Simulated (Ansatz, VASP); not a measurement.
Co in VASP and in Ansatz

Contents of INCAR:

```
SYSTEM = Co
PREC     = Accurate       ! precision mode
ENCUT    = 600            ! plane-wave cutoff, eV
EDIFF    = 1E-6           ! SCF threshold, eV
ISMEAR   = -1             ! smearing method
SIGMA    = 0.1            ! smearing width, eV
LREAL    = .False.        ! projectors in reciprocal space
LASPH    = .True.         ! aspherical terms in the spheres
NELM     = 80             ! most SCF steps
ALGO     = Normal         ! electronic algorithm
ISIF     = 3              ! what is computed and relaxed
LWAVE    = .False.        ! write WAVECAR
LCHARG   = .False.        ! write CHGCAR
GGA      = PS             ! functional
IBRION   = 2              ! ionic algorithm
NSW      = 80             ! ionic steps
EDIFFG   = -0.01          ! ionic threshold
```

Contents of KPOINTS:

```
Automatic mesh
0
Gamma
  9 9 13
  0 0 0
```

POSCAR

```
Co
1.0
    3.9701439143      0.0000000000      0.0000000000
   -1.9850719572      3.4382454865      0.0000000000
    0.0000000000      0.0000000000      2.4336982195
Co
3
Direct
    0.0000000000      0.0000000000      0.0000000000
    0.3333333333      0.6666666667      0.5000000000
    0.6666666667      0.3333333333      0.5000000000
```

Input for Ansatz:

```yaml
crystal:
  lattice:
    - [3.9701439143, 0.0, 0.0]
    - [-1.9850719572, 3.4382454865, 0.0]
    - [0.0, 0.0, 2.4336982195]
  atoms:
    - { symbol: Co, position: [0.0, 0.0, 0.0] }
    - { symbol: Co, position: [0.3333333333, 0.6666666667, 0.5] }
    - { symbol: Co, position: [0.6666666667, 0.3333333333, 0.5] }
hamiltonian:
  xc: pbesol
  pseudopotentials:
    kind: paw
    azcp:
      Co: "pseudopotentials/Co.paw.azcp"
basis:
  ecutwfc: 420
  fft_grid_basis: typed
kpoints:
  mp_grid: { grid: [9, 9, 13], shift: [0, 0, 0] }
magnetization:
  spin_polarized: false
scf:
  occupations: { method: fermi_dirac, width: 0.1 }
relax:
  max_steps: 60
  f_tol: 0.01
  cell: {}
```

Alike in both runs: task relaxation of cell and atoms; functional PBEsol; k mesh 9 × 9 × 13; occupations fermi-dirac, width 0.1 eV; no spin polarisation.

```csv
,VASP,Ansatz
version,VASP 6.6.1,Ansatz 0.2.0
potentials or method,"VASP PAW PBE potentials, release 64 (Co), cutoff 600 eV","plane waves (420 eV) with PAW, scalar-relativistic"
valence electrons in the cell,27,51
```

|  | VASP | Ansatz | Ansatz less VASP |
| --- | --- | --- | --- |
| relaxed volume (Å³/atom) | 10.09 | 10.13 | +0.040 |
| relaxed length of the cell vector where the two differ most in proportion (Å) | 2.357 | 2.361 | +0.0039 |

VASP's potentials were made for PBE, not for PBEsol, and Ansatz warns of the same on its side. VASP's potentials hold 27 valence electrons a cell and Ansatz's 51, so a difference there can come from the potentials and not from the codes.
